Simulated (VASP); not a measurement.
## KF: single point with PBE

Crystal: KF.

```xyz
2
Lattice="0.0000 2.9354 2.9354 2.9354 0.0000 2.9354 2.9354 2.9354 0.0000" Properties=species:S:1:pos:R:3 pbc="T T T"
K     0.0000    0.0000    0.0000
F     1.4677    1.4677    1.4677
```

- Program: VASP 6.6.1
- Task: single point
- Functional: PBE
- Potentials or basis: VASP PAW PBE potentials, release 64 (K_sv, F)
- Cutoff: 600 eV
- k mesh: 6 × 6 × 6
- Occupations: gaussian, width 0.01 eV
- Spin: no spin polarisation

```yaml
Pressure: 0.9 GPa
Band_gap_on_the_k_mesh: 5.16 eV (least direct gap 5.37 eV)
```

Levels at points of the mesh, in eV from the valence-band top:
```tsv
k point	band 4	band 5	band 6	band 7	band 8	band 9	band 10	band 11	band 12	band 13
(0.00, 0.00, 0.00)	-9.59	-9.59	-0.21	-0.21	-0.21	5.16	11.76	11.76	11.90	11.90
(0.50, 0.00, 0.00)	-9.64	-9.64	-0.27	-0.12	-0.12	8.01	9.21	10.90	10.90	12.99
(0.50, 0.50, 0.00)	-9.72	-9.62	-0.45	0.00	0.00	8.26	8.38	12.31	12.92	13.00
```

It took 32 s on 1 thread of Intel Xeon 8259CL (shared host), peak memory 0.21 GiB.

Caveat: the structure was generated, so it needn't be the stable form of KF. A k mesh can miss the band edges.
